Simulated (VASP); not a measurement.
# Re (Fm-3m) in VASP: a series of runs, part 2 of 2

VASP 6.6.1. Earlier steps stand in the parts before.

## Step 4: Single point, PBEsol (16.36 Å³/atom)

This run uses another cell than the first one, of 16.36 Å³/atom.

File INCAR:

```
  PREC = Accurate
  ENCUT = 520
  EDIFF = 1E-7
  ISMEAR = -1
  SIGMA = 0.1
  LREAL = False
  LASPH = True
  NELM = 60
  ALGO = Normal
  ISIF = 2
  LWAVE = False
  LCHARG = False
  GGA = PS
  NBANDS = 10
```

File KPOINTS:

```
regular mesh
0
Gamma
  16 16 16
```

File POSCAR:

```
Re
1.0
    0.0000000000      2.0148548145      2.0148548145
    2.0148548145      0.0000000000      2.0148548145
    2.0148548145      2.0148548145      0.0000000000
Re
1
Direct
    0.0000000000      0.0000000000      0.0000000000
```

Potentials or basis: VASP PAW PBE potentials, release 64 (Re).

The run is started by

```console
cat potpaw_PBE.64/Re/POTCAR > POTCAR
mpirun -np 1 vasp_std > vasp.out
```

OUTCAR:

```text
PREC = Accurate
   ENCUT = 520
   EDIFF = 1E-7
   ISMEAR = -1
   LREAL = False
   LASPH = True
   NELM = 60
   ISIF = 2
   GGA = PS

 ion  position               nearest neighbor table
   1  0.000  0.000  0.000-

  LATTYP: Found a face centered cubic cell.
 ALAT       =     4.0297096290

  Lattice vectors:

 A1 = (   0.0000000000,   2.0148548145,   2.0148548145)
 A2 = (   2.0148548145,   0.0000000000,   2.0148548145)
 A3 = (   2.0148548145,   2.0148548145,   0.0000000000)

Analysis of symmetry for initial positions (statically):
=====================================================================
 Subroutine PRICEL returns:
 Original cell was already a primitive cell.

 Routine SETGRP: Setting up the symmetry group for a
 face centered cubic supercell.

 Subroutine GETGRP returns: Found 48 space group operations
 (whereof 48 operations were pure point group operations)
 out of a pool of 48 trial point group operations.

The static configuration has the point symmetry O_h .

Analysis of symmetry for dynamics (positions and initial velocities):
=====================================================================
 Subroutine PRICEL returns:
 Original cell was already a primitive cell.

 Routine SETGRP: Setting up the symmetry group for a
 face centered cubic supercell.

 Subroutine GETGRP returns: Found 48 space group operations
 (whereof 48 operations were pure point group operations)
 out of a pool of 48 trial point group operations.

The dynamic configuration has the point symmetry O_h .

 Subroutine INISYM returns: Found 48 space group operations
 (whereof 48 operations are pure point group operations),
 and found     1 'primitive' translations

----------------------------------------------------------------------------------------

                                     Primitive cell

  volume of cell :      16.3592
[... 109 lines left out ...]
  Fermi-wavevector in a.u.,A,eV,Ry     =   1.233636  2.331234 20.706137  1.521858
  Thomas-Fermi vector in A             =   2.368358
   LORBIT       =      0    0 simple, 1 ext, 2 COOP (PROOUT), +10 PAW based schemes
   GGA     = PS    functional components
   LHFCALC =     F    Hartree Fock is set to
   AEXX    =    0.0000 exact exchange contribution
   IVDW    =     0    specifies the selected vdW correction
   LEPSILON=     F    determine dielectric tensor
   LRPA    =     F    only Hartree local field effects (RPA)
 non-spin polarized calculation
  energy-cutoff  :      520.00
  volume of cell :       16.36
 maximum number of plane-waves:       459
 NGX is ok and might be reduce to    24
   NGX = 11   NGY = 11   NGZ = 11

 number of electron       7.0000000 magnetization

 Free energy of the ion-electron system (eV)
  ---------------------------------------------------
  ext. energy  EPLUGINS =         0.00000000
  ---------------------------------------------------
  free energy    TOTEN  =       -13.10833201 eV

  energy without entropy =      -13.07931916  energy(sigma->0) =      -13.09382559

 E-fermi :   6.7152     XC(G=0): -13.2466

 val. band max:        6.7065887530   @ k =   0.1875   0.1250   0.0000
 cond. band min:       6.7517204619   @ k =  -0.2500   0.3125   0.0625
 fundamental gap:      0.0451317090
 Fermi energy:         6.7151531520

 k-point     1 :       0.0000    0.0000    0.0000
  band No.  band energies     occupation
      1      -2.6986      2.00000
      2       5.0665      2.00000
      3       5.0665      2.00000
      4       5.0665      2.00000
      5       7.7756      0.00005
      6       7.7756      0.00005
      7      20.5483      0.00000
      8      25.5880      0.00000
      9      25.5880      0.00000
     10      25.5880      0.00000
[... 287 lines left out ...]
 k-point    24 :      -0.0625    0.0625    0.0000
  band No.  band energies     occupation
      1      -2.2736      2.00000
      2       4.7794      2.00000
      3       5.2466      2.00000
      4       5.2891      2.00000
      5       7.4932      0.00084
      6       7.7939      0.00004
      7      21.3365      0.00000
      8      23.9890      0.00000
      9      25.7939      0.00000
     10      26.5945      0.00000

 [... further k-points ...]

------------------------ aborting loop because EDIFF is reached ----------------------------------------

  FORCE on cell =-STRESS in cart. coord.  units (eV):
  Direction    XX          YY          ZZ          XY          YZ          ZX
  --------------------------------------------------------------------------------------
  -------------------------------------------------------------------------------------
  Total       -3.5668873     -3.5668873     -3.5668873      0.0000000      0.0000000      0.0000000
  in kB     -349.3322657   -349.3322657   -349.3322657      0.0000000      0.0000000      0.0000000
  external PRESSURE =    -349.3322657 kB  Pullay stress =       0.0000000 kB

 VOLUME and BASIS-vectors are now :
 -----------------------------------------------------------------------------
  energy-cutoff  :      520.00
  volume of cell :       16.36
      direct lattice vectors                 reciprocal lattice vectors
     0.000000000  2.014854815  2.014854815    -0.248156838  0.248156838  0.248156838
     2.014854815  0.000000000  2.014854815     0.248156838 -0.248156838  0.248156838
     2.014854815  2.014854815  0.000000000     0.248156838  0.248156838 -0.248156838

 POSITION                                       TOTAL-FORCE (eV/Angst)
 -----------------------------------------------------------------------------------
      0.00000      0.00000      0.00000         0.000000      0.000000      0.000000
 -----------------------------------------------------------------------------------
    total drift:                               -0.000000      0.000000      0.000000

  FREE ENERGIE OF THE ION-ELECTRON SYSTEM (eV)
  ---------------------------------------------------
  free  energy   TOTEN  =       -13.1083320129 eV

  energy  without entropy=      -13.0793191589  energy(sigma->0) =      -13.09382559
```

OSZICAR:

```text
N       E                     dE             d eps       ncg     rms          rms(c)
DAV:   1     0.394177194997E+01    0.39418E+01   -0.33335E+03  4572   0.754E+02
DAV:   2    -0.136184377122E+02   -0.17560E+02   -0.16319E+02  4458   0.156E+02
DAV:   3    -0.139739875052E+02   -0.35555E+00   -0.34806E+00  4834   0.364E+01
DAV:   4    -0.139761402307E+02   -0.21527E-02   -0.21464E-02  4676   0.139E+00
DAV:   5    -0.139761453372E+02   -0.51065E-05   -0.51047E-05  4160   0.330E-02    0.256E+01
DAV:   6    -0.133015696855E+02    0.67458E+00   -0.71178E-01  4580   0.217E+01    0.876E+00
DAV:   7    -0.131157861194E+02    0.18578E+00   -0.39482E-01  4618   0.154E+01    0.107E+00
DAV:   8    -0.131086653299E+02    0.71208E-02   -0.56481E-03  4636   0.838E-01    0.284E-01
DAV:   9    -0.131083254224E+02    0.33991E-03   -0.26238E-04  4130   0.118E-01    0.222E-02
DAV:  10    -0.131083320256E+02   -0.66032E-05   -0.99814E-06  4214   0.202E-02    0.354E-03
DAV:  11    -0.131083321588E+02   -0.13320E-06   -0.10903E-07  3250   0.619E-03    0.136E-03
DAV:  12    -0.131083320094E+02    0.14937E-06   -0.23275E-08  1984   0.367E-03    0.995E-05
DAV:  13    -0.131083320129E+02   -0.35155E-08   -0.16470E-09  1892   0.536E-04
   1 F= -.13108332E+02 E0= -.13093826E+02  d E =-.290129E-01
```

Run time: 42 s. Hardware: 1 thread of Intel Xeon 8259CL, shared host; peak memory 0.16 GiB.

What came out:

```yaml
Free_energy: -13.1083 eV
Pressure: -34.9 GPa
Band_gap_on_the_k_mesh: zero (an odd number of electrons rules out a gap without spin polarisation)
```

Levels at points of the mesh, in eV from the Fermi level:
```csv
k point,band 1,band 2,band 3,band 4,band 5,band 6,band 7,band 8
"(0.00, 0.00, 0.00)",-9.41,-1.65,-1.65,-1.65,1.06,1.06,13.83,18.87
"(0.50, 0.00, 0.00)",-6.15,-1.82,-1.82,0.09,3.23,3.23,8.49,13.31
"(0.50, 0.50, 0.00)",-5.95,-5.15,2.40,3.18,3.86,3.86,11.16,11.44
```

Caveat: the cell stands under tension; the PAW data sets were made with another functional, which shifts forces and pressure a little; spin-orbit coupling is left out, which moves the levels of the heavy elements.

## Step 5: Single point, PBEsol

This run uses another cell than the first one, of 14.61 Å³/atom.

File INCAR:

```
PREC = Accurate
ENCUT = 520
EDIFF = 1E-6
ISMEAR = -1
SIGMA = 0.1
LREAL = False
LASPH = True
NELM = 100
ALGO = Normal
ISIF = 2
LWAVE = False
LCHARG = True
GGA = PS
LELF = True
LVHAR = True
NBANDS = 10
```

File KPOINTS:

```
Automatic mesh
0
Gamma
  23 23 23
```

File POSCAR:

```
Re
1.0
    0.0000000000      1.9401609082      1.9401609082
    1.9401609082      0.0000000000      1.9401609082
    1.9401609082      1.9401609082      0.0000000000
Re
1
Direct
    0.0000000000      0.0000000000      0.0000000000
```

The run is started by

```console
cat potpaw_PBE.64/Re/POTCAR > POTCAR
mpirun -np 1 vasp_std > vasp.out
```

It took 76 s on 1 thread of Intel Xeon 8259CL, shared host; peak memory 0.17 GiB.

It converged, with:

| Item | Value |
| --- | --- |
| Free energy | -13.3160 eV |
| Pressure | 0.0 GPa |
| Band gap on the k mesh | zero (an odd number of electrons rules out a gap without spin polarisation) |

Levels at points of the mesh, in eV from the Fermi level:
```tsv
k point	band 2	band 3	band 4	band 5	band 6	band 7
(0.00, 0.00, 0.00)	-1.94	-1.94	-1.94	1.28	1.28	13.95
```

Caveat: the PAW data sets were made with another functional, which shifts forces and pressure a little; spin-orbit coupling is left out, which moves the levels of the heavy elements.

## Step 6: Summary

```csv
cell,k mesh,gap on the mesh (eV),pressure (GPa)
"a = 2.780 Å, angles 60.0°, 1 atom",16 × 16 × 16,none,-14.4
"a = 2.815 Å, angles 60.0°, 1 atom",16 × 16 × 16,none,-25.8
"a = 2.849 Å, angles 60.0°, 1 atom",16 × 16 × 16,none,-34.9
"a = 2.744 Å, angles 60.0°, 1 atom",23 × 23 × 23,none,0.0
```

Alike in all rows: task single point; level PBEsol; potentials or basis VASP PAW PBE potentials, release 64 (Re); no spin polarisation; cutoff (eV) 520; smearing fermi-dirac 0.1 eV.

Caveats: the PAW data sets were made with another functional, which shifts forces and pressure a little; spin-orbit coupling is left out, which moves the levels of the heavy elements; the cell stands under tension (at least some runs).

Total energies depend on the potentials used, so only differences within one code and one set of settings carry meaning.
